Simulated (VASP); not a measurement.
# ZnS (P6_3mc) in VASP: a series of runs, part 2 of 2

VASP 6.6.1.

### 4 Vibrations by perturbation theory, LDA

This run uses another cell than the first one, of 18.59 Å³/atom.

The input, INCAR:

```
SYSTEM = ZnS
  ALGO = Normal
  EDIFF = 1E-8
  ENCUT = 520
  GGA = CA
  IBRION = 8
  ISIF = 2
  ISMEAR = 0
  LASPH = .True.
  LCHARG = .False.
  LEPSILON = .True.
  LREAL = .False.
  LWAVE = .False.
  NBANDS = 26
  NELM = 80
  NSW = 1
  PREC = Accurate
  SIGMA = 0.01
```

The input, KPOINTS:

```
k-points
0
Gamma
  6 6 4
  0 0 0
```

The input, POSCAR:

```
ZnS
1.0
    3.7382324364      0.0000000000      0.0000000000
   -1.8691162182      3.2374042551      0.0000000000
    0.0000000000      0.0000000000      6.1429976694
Zn S
2 2
Direct
    0.3333333333      0.6666666667      0.0055913260
    0.6666666667      0.3333333333      0.5055913260
    0.3333333333      0.6666666667      0.3794086740
    0.6666666667      0.3333333333      0.8794086740
```

Potentials or basis: VASP PAW LDA potentials, release 64 (Zn, S).

The run is started by

```sh
$ cat potpaw_LDA.64/Zn/POTCAR potpaw_LDA.64/S/POTCAR > POTCAR
$ mpirun -np 1 vasp_std > vasp.out
```

OUTCAR:

```text
SYSTEM = ZnS
   EDIFF = 1E-8
   ENCUT = 520
   GGA = CA
   IBRION = 8
   ISIF = 2
   ISMEAR = 0
   LASPH = .True.
   LEPSILON = .True.
   LREAL = .False.
   NELM = 80
   NSW = 1
   PREC = Accurate

 ion  position               nearest neighbor table
   1  0.333  0.667  0.006-   4 2.29   4 2.29   4 2.29   3 2.30
   2  0.667  0.333  0.506-   3 2.29   3 2.29   3 2.29   4 2.30
   3  0.333  0.667  0.379-   2 2.29   2 2.29   2 2.29   1 2.30
   4  0.667  0.333  0.879-   1 2.29   1 2.29   1 2.29   2 2.30

  LATTYP: Found a hexagonal cell.
 ALAT       =     3.7382324364
 C/A-ratio  =     1.6432893818

  Lattice vectors:

 A1 = (   3.7382324364,   0.0000000000,   0.0000000000)
[... 941 lines left out ...]
  3Z     0.000000    0.000000    4.690140    0.000000   -0.000000    2.013254    0.000000    0.000000  -10.394508    0.000000    0.000000    3.691114
  4X     6.602299    0.000000    0.000000    0.290443   -0.000000    0.000000    0.568935    0.000000    0.000000   -7.461677    0.000000    0.000000
  4Y    -0.000000    6.602299    0.000000    0.000000    0.290443    0.000000    0.000000    0.568935   -0.000000   -0.000000   -7.461677    0.000000
  4Z    -0.000000    0.000000    2.013254    0.000000    0.000000    4.690140    0.000000    0.000000    3.691114    0.000000   -0.000000  -10.394508

 Eigenvectors and eigenvalues of the dynamical matrix
 ----------------------------------------------------

   1 f  =   10.497510 THz    65.957802 2PiTHz  350.159250 cm-1    43.414194 meV
             X         Y         Z           dx          dy          dz
     -0.000000  2.158270  0.034348    -0.000000   -0.000000    0.138703
      1.869116  1.079135  3.105846     0.000000    0.000000   -0.138703
     -0.000000  2.158270  2.330707    -0.000000   -0.000000   -0.693370
      1.869116  1.079135  5.402205     0.000000    0.000000    0.693370
[... 71 lines left out ...]
  12 f/i=    0.021451 THz     0.134781 2PiTHz    0.715528 cm-1     0.088714 meV
             X         Y         Z           dx          dy          dz
     -0.000000  2.158270  0.034348    -0.000000    0.000000    0.578213
      1.869116  1.079135  3.105846    -0.000000    0.000000    0.578213
     -0.000000  2.158270  2.330707    -0.000000    0.000000    0.407025
      1.869116  1.079135  5.402205    -0.000000    0.000000    0.407025

--------------------------------------------------------------------------------------------------------

 MACROSCOPIC STATIC DIELECTRIC TENSOR IONIC CONTRIBUTION
 ------------------------------------------------------
           2.527600    -0.000000     0.000000
          -0.000000     2.527600    -0.000000
           0.000000    -0.000000     2.772435
 ------------------------------------------------------

 ELASTIC MODULI CONTR FROM IONIC RELAXATION (kBar)
 Direction    XX          YY          ZZ          XY          YZ          ZX
 --------------------------------------------------------------------------------
 XX        -371.7024    149.3062    200.0058     -0.0000      0.0000      0.0000
 YY         149.3062   -371.7024    200.0058      0.0000     -0.0000     -0.0000
 ZZ         200.0058    200.0058   -359.7393      0.0000     -0.0000      0.0000
 XY          -0.0000      0.0000      0.0000   -260.5043      0.0000     -0.0000
 YZ           0.0000     -0.0000     -0.0000      0.0000    -99.1371      0.0000
 ZX           0.0000     -0.0000      0.0000      0.0000      0.0000   -113.6756
 --------------------------------------------------------------------------------

 PIEZOELECTRIC TENSOR IONIC CONTR  for field in x, y, z        (C/m^2)
          XX          YY          ZZ          XY          YZ          ZX
  --------------------------------------------------------------------------------
  x     0.00000    -0.00000     0.00000    -0.00000     0.00000    -0.50438
  y     0.00000    -0.00000    -0.00000     0.00000    -0.47103     0.00000
  z    -0.52246    -0.52246     0.93972    -0.00000     0.00000    -0.00000
```

OSZICAR:

```text
N       E                     dE             d eps       ncg     rms          rms(c)
DAV:   1     0.250958829302E+03    0.25096E+03   -0.17247E+04  1092   0.171E+03
DAV:   2     0.908121721372E+01   -0.24188E+03   -0.23206E+03  1092   0.363E+02
DAV:   3    -0.166212127105E+02   -0.25702E+02   -0.25440E+02  1320   0.116E+02
DAV:   4    -0.172685429092E+02   -0.64733E+00   -0.64598E+00  1260   0.183E+01
[... 222 lines left out ...]
RMM:  11    -0.123385141621E+00    0.34306E-07    0.43667E-08  2298   0.723E-05    0.144E-05
RMM:  12    -0.123385114797E+00    0.26824E-07    0.44967E-08  2308   0.591E-05    0.277E-06
RMM:  13    -0.123385130954E+00   -0.16157E-07    0.28658E-08  2150   0.513E-05    0.156E-06
RMM:  14    -0.123385133777E+00   -0.28232E-08    0.81094E-08  1840   0.493E-05    0.334E-07
 Linear response finished
```

Wall time 16 min (1 thread of Intel Xeon Platinum 8259CL at 2.50GHz (Skylake/Cascade Lake), shared host); peak memory 0.49 GiB.

What came out:

* Electronic dielectric tensor (diagonal): 6.33, 6.33, 6.23
* Born charges (mean of the diagonal): Zn +1.91; S -1.91 e
* Highest phonon frequency at Γ, LO-TO splitting left out: 350 cm⁻¹

Phonon frequencies in cm⁻¹ (negative: imaginary):
| q point | frequencies |
| --- | --- |
| (0.000, 0.000, 0.000) | -1 0 0 70 70 201 292 295 295 301 301 350 |

Electronic dielectric tensor:
```
6.33 0.00 0.00
0.00 6.33 0.00
0.00 0.00 6.23
```

Born effective charge tensors (e):
atom 1, Zn
```
1.89 0.00 0.00
0.00 1.89 0.00
0.00 0.00 1.96
```
atom 2, Zn
```
1.89 0.00 0.00
0.00 1.89 0.00
0.00 0.00 1.96
```
atom 3, S
```
-1.89  0.00  0.00
 0.00 -1.89  0.00
 0.00  0.00 -1.96
```
atom 4, S
```
-1.89  0.00  0.00
 0.00 -1.89  0.00
 0.00  0.00 -1.96
```
